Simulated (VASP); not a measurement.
# Ru (P2_1/m) in VASP: further runs

Runs on Ru. Level: PBE. Tasks: single point.

All numbers are computed with VASP 6.6.1; they aren't measurements. Logs are shortened: lines on timing, memory, paths and dates and some standing lists are left out, and cuts for length are marked.

## (1) The cell of the first run

The structure is monoclinic, space group P2_1/m (No. 11). Conventional cell: a = 2.720 Å, b = 4.297 Å, c = 2.720 Å, α = 90.00°, β = 120.00°, γ = 90.00°. Within 3.4 Å of Ru (site symmetry m) lie 12 Ru at 2.55 to 2.75 Å.

## (2) Single point, PBE (atoms displaced along a vibrational mode)

Contents of INCAR:

```
PREC = Accurate ; ENCUT = 520
EDIFF = 1E-6 ; ISMEAR = 0
SIGMA = 0.15 ; LREAL = F
LASPH = T ; NELM = 80
ALGO = Fast ; ISIF = 2
LWAVE = F ; LCHARG = F
GGA = PE ; NBANDS = 21
```

Contents of KPOINTS:

```
regular mesh
0
Gamma
  24 24 14
```

Contents of POSCAR:

```
Ru
1.0
    2.7200250909      0.0000000000      0.0000000000
   -1.3600125454      2.3556108276      0.0000000000
    0.0000000000      0.0000000000      4.2967694965
Ru
2
Direct
    0.2923280104      0.6366486869      0.2500000000
    0.7076719896      0.3633513131      0.7500000000
```

Potentials or basis: VASP PAW PBE potentials, release 64 (Ru_pv).

On the command line:

```sh
cat potpaw_PBE.64/Ru_pv/POTCAR > POTCAR
mpirun -np 1 vasp_std > vasp.out
```

OUTCAR:

```text
PREC = Accurate
   ENCUT = 520
   EDIFF = 1E-6
   ISMEAR = 0
   LREAL = F
   LASPH = T
   NELM = 80
   ISIF = 2
   GGA = PE

 ion  position               nearest neighbor table
   1  0.292  0.637  0.250-   2 2.55   2 2.55   2 2.70   2 2.70   2 2.75   2 2.75
   2  0.708  0.363  0.750-   1 2.55   1 2.55   1 2.70   1 2.70   1 2.75   1 2.75

  LATTYP: Found a hexagonal cell.
 ALAT       =     2.7200250909
 C/A-ratio  =     1.5796800959

  Lattice vectors:

 A1 = (   2.7200250909,   0.0000000000,   0.0000000000)
 A2 = (  -1.3600125454,   2.3556108276,   0.0000000000)
 A3 = (   0.0000000000,   0.0000000000,   4.2967694965)

Analysis of symmetry for initial positions (statically):
=====================================================================
 Subroutine PRICEL returns:
 Original cell was already a primitive cell.

 Routine SETGRP: Setting up the symmetry group for a
 hexagonal supercell.

 Subroutine GETGRP returns: Found  4 space group operations
 (whereof  2 operations were pure point group operations)
 out of a pool of 24 trial point group operations.

The static configuration has the point symmetry S_2 .
 The point group associated with its full space group is C_2h.

Analysis of symmetry for dynamics (positions and initial velocities):
=====================================================================
 Subroutine PRICEL returns:
 Original cell was already a primitive cell.

 Routine SETGRP: Setting up the symmetry group for a
 hexagonal supercell.

 Subroutine GETGRP returns: Found  4 space group operations
 (whereof  2 operations were pure point group operations)
 out of a pool of 24 trial point group operations.

The dynamic configuration has the point symmetry S_2 .
 The point group associated with its full space group is C_2h.

 Subroutine INISYM returns: Found  4 space group operations
 (whereof  2 operations are pure point group operations),
 and found     1 'primitive' translations

----------------------------------------------------------------------------------------

                                     Primitive cell

  volume of cell :      27.5308

  direct lattice vectors                    reciprocal lattice vectors
     2.720025091  0.000000000  0.000000000     0.367643667  0.212259170  0.000000000
    -1.360012545  2.355610828  0.000000000     0.000000000  0.424518341  0.000000000
     0.000000000  0.000000000  4.296769496     0.000000000  0.000000000  0.232732987

  length of vectors
     2.720025091  2.720025091  4.296769496     0.424518341  0.424518341  0.232732987

  position of ions in fractional coordinates (direct lattice)
     0.292328010  0.636648687  0.250000000
     0.707671990  0.363351313  0.750000000

  ion indices of the primitive-cell ions
   primitive index   ion index
                 1           1
                 2           2

----------------------------------------------------------------------------------------

 KPOINTS: regular mesh

Automatic generation of k-mesh.
 Grid dimensions read from file:
 generate k-points for:   24   24   14

 Generating k-lattice:

  Cartesian coordinates                     Fractional coordinates (reciprocal lattice)
     0.015318486  0.008844132  0.000000000     0.041666667 -0.000000000  0.000000000
     0.000000000  0.017688264  0.000000000     0.000000000  0.041666667  0.000000000
     0.000000000  0.000000000  0.016623785     0.000000000  0.000000000  0.071428571

  Length of vectors
     0.017688264  0.017688264  0.016623785

  Shift w.r.t. Gamma in fractional coordinates (k-lattice)
     0.000000000  0.000000000  0.000000000

 Subroutine IBZKPT returns following result:
 ===========================================

 Found   2320 irreducible k-points:

 Following reciprocal coordinates:
            Coordinates               Weight
  0.000000  0.000000  0.000000      1.000000
  0.041667  0.000000  0.000000      2.000000
  0.000000  0.041667  0.000000      2.000000
 -0.041667  0.041667  0.000000      2.000000
  0.083333  0.000000  0.000000      2.000000
  0.000000  0.083333  0.000000      2.000000
[... 16 lines left out ...]
  0.333333  0.000000  0.000000      2.000000
  0.000000  0.333333  0.000000      2.000000
 [... further k-points ...]
   k-points           NKPTS =   2320   k-points in BZ     NKDIM =   2320   number of bands    NBANDS=     21
   number of dos      NEDOS =    301   number of ions     NIONS =      2
   total plane-waves  NPLWV =  12800
   dimension x,y,z NGX =    20 NGY =   20 NGZ =   32
   dimension x,y,z NGXF=    40 NGYF=   40 NGZF=   64
   ions per type =               2
   NGX,Y,Z   is equivalent  to a cutoff of  12.22, 12.22, 12.38 a.u.
   NGXF,Y,Z  is equivalent  to a cutoff of  24.45, 24.45, 24.76 a.u.
 SYSTEM =  unknown system
   PREC   = accura    normal or accurate (medium, high low for compatibility)
   ISTART =      0    job   : 0-new  1-cont  2-samecut
   ICHARG =      2    charge: 1-file 2-atom 10-const
   ISPIN  =      1    spin polarized calculation?
   LNONCOLLINEAR =      F non collinear calculations
   LSORBIT =      F    spin-orbit coupling
   LASPH  =      T    aspherical Exc in radial PAW
   ENCUT  =  520.0 eV  38.22 Ry    6.18 a.u.   5.06  5.06  7.99*2*pi/ulx,y,z
   NELM   =     80;   NELMIN=  2; NELMDL= -5     # of ELM steps
   EDIFF  = 0.1E-05   stopping-criterion for ELM
   LREAL  =      F    real-space projection
   EDIFFG = 0.1E-04   stopping-criterion for IOM
   NSW    =      0    number of steps for IOM
   IBRION =     -1    ionic relax: 0-MD 1-quasi-New 2-CG
   NFREE  =      0    steps in history (QN), initial steepest desc. (CG)
   ISIF   =      2    stress and relaxation
   ISYM   =      2    0-nonsym 1-usesym 2-fastsym
   POTIM  = 0.5000    time-step for ionic-motion
   TEBEG  =    0.0;   TEEND  =   0.0 temperature during run
   PSTRESS=    0.0 pullay stress
   NELECT =      28.0000    total number of electrons
   NUPDOWN=      -1.0000    fix difference up-down
   EMIN   =  10.00;   EMAX   =-10.00  energy-range for DOS
   EFERMI =   0.00;   METHOD = LEGACY
   ISMEAR =     0;   SIGMA  =   0.15  broadening in eV -4-tet -1-fermi 0-gaus
   EFERMI_NEDOS =   21; number of points for ismear=-14 and -15
   IALGO  =     68    algorithm
   IMIX   =      4    mixing-type and parameters
     AMIX     =   0.40;   BMIX     =  1.00
     AMIX_MAG =   1.60;   BMIX_MAG =  1.00
  volume/ion in A,a.u.               =      13.77        92.89
  Fermi-wavevector in a.u.,A,eV,Ry     =   1.646347  3.111144 36.878020  2.710458
  Thomas-Fermi vector in A             =   2.735990
   LORBIT       =      0    0 simple, 1 ext, 2 COOP (PROOUT), +10 PAW based schemes
   GGA     = PE    functional components
   LHFCALC =     F    Hartree Fock is set to
   AEXX    =    0.0000 exact exchange contribution
   IVDW    =     0    specifies the selected vdW correction
   LEPSILON=     F    determine dielectric tensor
   LRPA    =     F    only Hartree local field effects (RPA)
 non-spin polarized calculation
 RMM-DIIS sequential band-by-band and
 Gauss-broadening in eV      SIGMA  =   0.15
  energy-cutoff  :      520.00
  volume of cell :       27.53
 maximum number of plane-waves:       762
   NGX = 11   NGY = 11   NGZ = 15

 number of electron      28.0000011 magnetization

 Free energy of the ion-electron system (eV)
  ---------------------------------------------------
  ext. energy  EPLUGINS =         0.00000000
  ---------------------------------------------------
  free energy    TOTEN  =       -18.34478528 eV

  energy without entropy =      -18.32394933  energy(sigma->0) =      -18.33436730

 E-fermi :  12.6279     XC(G=0): -14.0294

 val. band max:       12.6257553164   @ k =   0.3333   0.0417   0.2857
 cond. band min:      12.6288811950   @ k =   0.2083   0.2917  -0.0714
 fundamental gap:      0.0031258786
 Fermi energy:        12.6278986008

 k-point     1 :       0.0000    0.0000    0.0000
  band No.  band energies     occupation
      1     -31.0319      2.00000
      2     -30.1648      2.00000
      3     -30.0325      2.00000
      4     -29.9568      2.00000
      5     -29.9300      2.00000
      6     -29.8830      2.00000
[... 13 lines left out ...]
     20      23.0530      0.00000
     21      23.0688      0.00000

 k-point     2 :       0.0417    0.0000    0.0000
  band No.  band energies     occupation
      1     -31.0256      2.00000
      2     -30.1762      2.00000
      3     -30.0384      2.00000
      4     -29.9583      2.00000
      5     -29.9417      2.00000
      6     -29.8864      2.00000
[... 13 lines left out ...]
     20      23.0530      0.00000
     21      23.0681      0.00000

 k-point     3 :       0.0000    0.0417    0.0000
  band No.  band energies     occupation
      1     -31.0270      2.00000
      2     -30.1695      2.00000
      3     -30.0445      2.00000
      4     -29.9679      2.00000
      5     -29.9326      2.00000
      6     -29.8848      2.00000
[... 13 lines left out ...]
     20      23.0530      0.00000
     21      23.0682      0.00000

 k-point     4 :      -0.0417    0.0417    0.0000
  band No.  band energies     occupation
      1     -31.0265      2.00000
      2     -30.1713      2.00000
      3     -30.0423      2.00000
      4     -29.9649      2.00000
      5     -29.9360      2.00000
      6     -29.8854      2.00000
[... 13 lines left out ...]
     20      23.0530      0.00000
     21      23.0686      0.00000

 k-point     5 :       0.0833    0.0000    0.0000
  band No.  band energies     occupation
      1     -31.0068      2.00000
      2     -30.2097      2.00000
      3     -30.0548      2.00000
      4     -29.9852      2.00000
      5     -29.9544      2.00000
      6     -29.8966      2.00000
[... 13 lines left out ...]
     20      23.0530      0.00000
     21      23.0663      0.00000
[... 382 lines left out ...]
     20      23.0542      0.00000
     21      25.4195      0.00000

 k-point    22 :      -0.2917    0.2917    0.0000
  band No.  band energies     occupation
      1     -30.8069      2.00000
      2     -30.5421      2.00000
      3     -30.3880      2.00000
      4     -30.2366      2.00000
      5     -30.0195      2.00000
      6     -29.9950      2.00000
[... 13 lines left out ...]
     20      23.0563      0.00000
     21      25.3506      0.00000

 k-point    23 :       0.3333    0.0000    0.0000
  band No.  band energies     occupation
      1     -30.6814      2.00000
      2     -30.6611      2.00000
      3     -30.4945      2.00000
      4     -30.2293      2.00000
      5     -30.1033      2.00000
      6     -30.0116      2.00000
[... 13 lines left out ...]
     20      23.0518      0.00000
     21      23.8613      0.00000

 k-point    24 :       0.0000    0.3333    0.0000
  band No.  band energies     occupation
      1     -30.7887      2.00000
      2     -30.6208      2.00000
      3     -30.4505      2.00000
      4     -30.2898      2.00000
      5     -30.0289      2.00000
      6     -29.9887      2.00000
[... 13 lines left out ...]
     20      23.0523      0.00000
     21      24.0975      0.00000

 [... further k-points ...]
[... 5 lines left out ...]
  --------------------------------------------------------------------------------------
  -------------------------------------------------------------------------------------
  Total        0.5231966     -0.2152507      0.6639535      0.3394042      0.0000000      0.0000000
  in kB       30.4478749    -12.5266990     38.6393444     19.7519186      0.0000000      0.0000000
  external PRESSURE =      18.8535067 kB  Pullay stress =       0.0000000 kB

 VOLUME and BASIS-vectors are now :
 -----------------------------------------------------------------------------
  energy-cutoff  :      520.00
  volume of cell :       27.53
      direct lattice vectors                 reciprocal lattice vectors
     2.720025091  0.000000000  0.000000000     0.367643667  0.212259170  0.000000000
    -1.360012545  2.355610828  0.000000000     0.000000000  0.424518341  0.000000000
     0.000000000  0.000000000  4.296769496     0.000000000  0.000000000  0.232732987

 POSITION                                       TOTAL-FORCE (eV/Angst)
 -----------------------------------------------------------------------------------
     -0.07071      1.49970      1.07419         0.864111      0.945518      0.000000
      1.43072      0.85591      3.22258        -0.864111     -0.945518      0.000000
 -----------------------------------------------------------------------------------
    total drift:                                0.000000     -0.000000     -0.000000

  FREE ENERGIE OF THE ION-ELECTRON SYSTEM (eV)
  ---------------------------------------------------
  free  energy   TOTEN  =       -18.3447852760 eV

  energy  without entropy=      -18.3239493298  energy(sigma->0) =      -18.33436730
```

It took 6.4 min on 1 thread of Intel Xeon 6975P-C (Granite Rapids), shared host; peak memory 1 GiB.

Results:

```yaml
Free_energy: -18.3448 eV
Pressure: 1.9 GPa
Largest_force: 1.281 eV/Å
Band_gap_on_the_k_mesh: zero (bands 14 and 15 overlap by 2.94 eV)
```

Forces in eV/Å, atoms in the order of the input:
```
Ru   0.864  0.946  0.000
Ru  -0.864 -0.946  0.000
```

Levels at points of the mesh, in eV from the Fermi level:
| k point | band 12 | band 13 | band 14 | band 15 | band 16 | band 17 |
| --- | --- | --- | --- | --- | --- | --- |
| (0.00, 0.00, 0.00) | -2.05 | -1.88 | -1.53 | -0.76 | 0.44 | 1.27 |
| (0.50, 0.00, 0.00) | -2.29 | -1.57 | 1.22 | 1.71 | 1.90 | 4.55 |
| (0.00, 0.50, 0.00) | -1.46 | -1.43 | 1.50 | 1.62 | 1.79 | 3.52 |
| (0.50, 0.50, 0.00) | -1.70 | -1.67 | 1.42 | 1.56 | 1.69 | 3.80 |
| (0.00, 0.00, 0.50) | -2.79 | -2.51 | -2.51 | 0.26 | 0.26 | 0.67 |
| (0.50, 0.00, 0.50) | -0.99 | 1.13 | 1.13 | 1.57 | 1.57 | 2.66 |
| (0.00, 0.50, 0.50) | -1.11 | 0.04 | 0.04 | 1.62 | 1.62 | 3.83 |
| (0.50, 0.50, 0.50) | -1.00 | 0.37 | 0.37 | 1.61 | 1.61 | 3.52 |

Caveat: the cell differs from its parent crystal (atoms displaced along a vibrational mode); the stress differs along the axes, from -1 to 4 GPa; forces of over 1 eV/Å act on the atoms, so gaps and moduli don't describe the material at rest.

[end of part 1 of 2]
